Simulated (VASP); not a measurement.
# C18F in VASP: notebook, part 2 of 2

VASP 6.6.1.

### Step 3. Single point, PBEsol, collinear spin, zero start

Input file INCAR:

```
SYSTEM = C18F
ALGO     = Normal         ! electronic algorithm
EDIFF    = 1E-6           ! SCF threshold, eV
ENCUT    = 520            ! plane-wave cutoff, eV
GGA      = PS             ! functional
ISIF     = 2              ! what is computed and relaxed
ISMEAR   = -1             ! smearing method
ISPIN    = 2              ! spin polarisation
LASPH    = .TRUE.         ! aspherical terms in the spheres
LCHARG   = .FALSE.        ! write CHGCAR
LORBIT   = 11             ! projections on sites
LREAL    = Auto         
LWAVE    = .FALSE.        ! write WAVECAR
MAGMOM   = 0 0 0 0 0 0 0 0 0 0 0 0 0 0 0 0 0 0 0 ! initial moments
NBANDS   = 58             ! bands
NELM     = 150            ! most SCF steps
PREC     = Accurate       ! precision mode
SIGMA    = 0.05           ! smearing width, eV
```

Input file KPOINTS:

```
k-points
0
G
  2 2 1
  0 0 0
```

Input file POSCAR:

```
C18F
1.0
    7.3980000000      0.0000000000      0.0000000000
   -3.6990000000      6.4068560000      0.0000000000
    0.0000000000      0.0000000000     13.0000000000
C F
18 1
Direct
   -0.0049483367     -0.0001640430      0.0764891538
    0.2165732345      0.1103922111      0.0733497692
   -0.0050212121      0.3330930179      0.0715571538
    0.2168399469      0.4441835434      0.0718739231
   -0.0044556037      0.6661260999      0.0746941538
    0.2168021314      0.7776613053      0.0726553077
    0.3290302477      0.0003102926      0.0730660000
    0.5508387335      0.1112662748      0.0722040769
    0.3278503677      0.3328769993      0.0714126923
    0.5498392306      0.4441304752      0.0713488462
    0.3279853465      0.6663635018      0.0715196923
    0.5500989510      0.7773190158      0.0721491538
    0.6617632911      0.0001197155      0.0728556923
    0.8838866815      0.1105735793      0.0732320000
    0.6617834063      0.3332999836      0.0719562308
    0.8840133733      0.4445941972      0.0719121538
    0.6590137146      0.6651626008      0.0744114615
    0.8818603833      0.7758713478      0.0871763077
    0.8112256951      0.7201096763      0.2269060000
```

Potentials or basis: VASP PAW PBE potentials, release 64 (C, F).

Run with:

```sh
$ cat potpaw_PBE.64/C/POTCAR potpaw_PBE.64/F/POTCAR > POTCAR
$ mpirun -np 1 vasp_std > vasp.out
```

OUTCAR:

```text
SYSTEM = C18F
   EDIFF = 1E-6
   ENCUT = 520
   GGA = PS
   ISIF = 2
   ISMEAR = -1
   ISPIN = 2
   LASPH = .TRUE.
   LORBIT = 11
   LREAL = Auto
   NELM = 150
   PREC = Accurate

 ion  position               nearest neighbor table
   1  0.995  1.000  0.076-   2 1.42  14 1.42  18 1.44
   2  0.217  0.110  0.073-   1 1.42   9 1.43   7 1.43
   3  0.995  0.333  0.072-   4 1.42  16 1.43  14 1.43
   4  0.217  0.444  0.072-   3 1.42  11 1.42   9 1.42
   5  0.996  0.666  0.075-   6 1.42  16 1.42  18 1.44
   6  0.217  0.778  0.073-   5 1.42  11 1.43   7 1.43
[... 9 lines left out ...]
  16  0.884  0.445  0.072-   5 1.42  15 1.42   3 1.43
  17  0.659  0.665  0.074-  10 1.42  12 1.42  18 1.44
  18  0.882  0.776  0.087-  17 1.44   5 1.44   1 1.44  19 1.88
  19  0.811  0.720  0.227-  18 1.88
[... 665 lines left out ...]
  Total       -3.3174281     -3.7524108     -0.2575164      0.1094184      0.7832133      0.6860392
  in kB       -8.6260001     -9.7570453     -0.6695960      0.2845106      2.0365167      1.7838440
  external PRESSURE =      -6.3508805 kB  Pullay stress =       0.0000000 kB

 VOLUME and BASIS-vectors are now :
 -----------------------------------------------------------------------------
  energy-cutoff  :      520.00
  volume of cell :      616.17
      direct lattice vectors                 reciprocal lattice vectors
     7.398000000  0.000000000  0.000000000     0.135171668  0.078041398  0.000000000
    -3.699000000  6.406856000  0.000000000     0.000000000  0.156082796  0.000000000
     0.000000000  0.000000000 13.000000000     0.000000000  0.000000000  0.076923077

 POSITION                                       TOTAL-FORCE (eV/Angst)
 -----------------------------------------------------------------------------------
      3.66300      6.40581      0.99436        -0.055362     -0.026177      0.074161
      1.19387      0.70727      0.95355         0.007176     -0.049713      0.025344
      6.12874      2.13408      0.93024        -0.006660      0.000214     -0.024295
     -0.03885      2.84582      0.93436        -0.007065     -0.051328     -0.027819
      4.90104      4.26777      0.97102        -0.048464     -0.011141      0.069983
     -1.27267      4.98236      0.94452        -0.031065     -0.023051      0.014410
[... 11 lines left out ...]
      3.65406      4.97090      1.13329         0.042817     -0.024225      0.256437
      3.33776      4.61364      2.94978         0.338991      0.391178     -0.058017
 -----------------------------------------------------------------------------------
    total drift:                                0.005573     -0.001809      0.027379

  FREE ENERGIE OF THE ION-ELECTRON SYSTEM (eV)
  ---------------------------------------------------
  free  energy   TOTEN  =      -175.9077230698 eV

  energy  without entropy=     -175.9060261960  energy(sigma->0) =     -175.90687463

 total charge

# of ion       s       p       d       tot
------------------------------------------
    1        0.857   1.777   0.000   2.633
    2        0.860   1.772   0.000   2.632
    3        0.860   1.774   0.000   2.634
    4        0.858   1.785   0.000   2.643
    5        0.859   1.777   0.000   2.636
    6        0.860   1.774   0.000   2.634
[... 11 lines left out ...]
   18        0.854   1.703   0.000   2.558
   19        1.749   4.244   0.000   5.993
--------------------------------------------------
tot         17.213  36.142   0.000  53.355

 magnetization (x)

# of ion       s       p       d       tot
------------------------------------------
    1       -0.000   0.000   0.000  -0.000
    2       -0.000  -0.000   0.000  -0.000
    3       -0.000  -0.000   0.000  -0.000
    4       -0.000  -0.000   0.000  -0.000
    5        0.000   0.000   0.000   0.000
    6       -0.000  -0.000   0.000  -0.000
[... 11 lines left out ...]
   18       -0.000   0.000   0.000   0.000
   19        0.000  -0.000   0.000  -0.000
--------------------------------------------------
tot         -0.000  -0.000   0.000  -0.000
```

Wall time 12 min (1 thread of Oxide Virtual Turin-like, shared host); peak memory 0.89 GiB.

What came out:

```
Free energy                                           : -175.9077 eV
Largest force                                         : 0.521 eV/Å
Net moment                                            : 0.00 μB per cell
Valence electrons inside the program's atomic spheres : C 2.63, 2.64, 2.56 (each value once); F 5.99
```

Forces on the atoms (eV/Å):
```
C   -0.055 -0.026  0.074
C    0.007 -0.050  0.025
C   -0.007  0.000 -0.024
C   -0.007 -0.051 -0.028
C   -0.048 -0.011  0.070
C   -0.031 -0.023  0.014
C   -0.005 -0.004  0.016
C   -0.018 -0.025  0.010
C   -0.046  0.009 -0.023
C    0.018 -0.030 -0.056
C   -0.025 -0.012 -0.030
C    0.033 -0.037 -0.067
C   -0.028 -0.013  0.003
C    0.012 -0.033  0.002
C   -0.032 -0.001  0.010
C   -0.001 -0.018 -0.003
C   -0.149 -0.042 -0.193
C    0.043 -0.024  0.256
F    0.339  0.391 -0.058
```

Levels at points of the mesh, in eV from the Fermi level:
Spin up:
| k point | band 36 | band 37 | band 38 | band 39 | band 40 | band 41 | band 42 | band 43 | band 44 | band 45 |
| --- | --- | --- | --- | --- | --- | --- | --- | --- | --- | --- |
| (0.00, 0.00, 0.00) | -1.82 | -1.60 | -1.38 | 0.28 | 0.34 | 0.50 | 1.18 | 4.20 | 5.16 | 5.18 |
| (0.50, 0.00, 0.00) | -2.32 | -2.22 | -1.55 | -1.17 | -0.45 | 2.15 | 2.77 | 2.89 | 2.93 | 3.29 |
| (0.00, 0.50, 0.00) | -2.36 | -2.17 | -1.51 | -1.33 | -0.30 | 2.09 | 2.78 | 2.82 | 2.95 | 3.31 |
| (0.50, 0.50, 0.00) | -2.35 | -2.18 | -1.52 | -1.32 | -0.31 | 2.11 | 2.78 | 2.83 | 2.94 | 3.30 |
Spin down:
```
           k point  band 38  band 39  band 40  band 41  band 42  band 43
(0.00, 0.00, 0.00)    -1.38     0.28     0.34     0.50     1.18     4.20
(0.50, 0.00, 0.00)    -1.55    -1.17    -0.45     2.15     2.77     2.89
(0.00, 0.50, 0.00)    -1.51    -1.33    -0.30     2.09     2.78     2.82
(0.50, 0.50, 0.00)    -1.52    -1.32    -0.31     2.11     2.78     2.83
```

Caveat: the k points lie up to 0.49 Å⁻¹ apart; there is no dipole correction, which matters where the two faces differ; no moment was typed at the start, so none could form; the PAW data sets were made with another functional, which shifts forces and pressure a little.
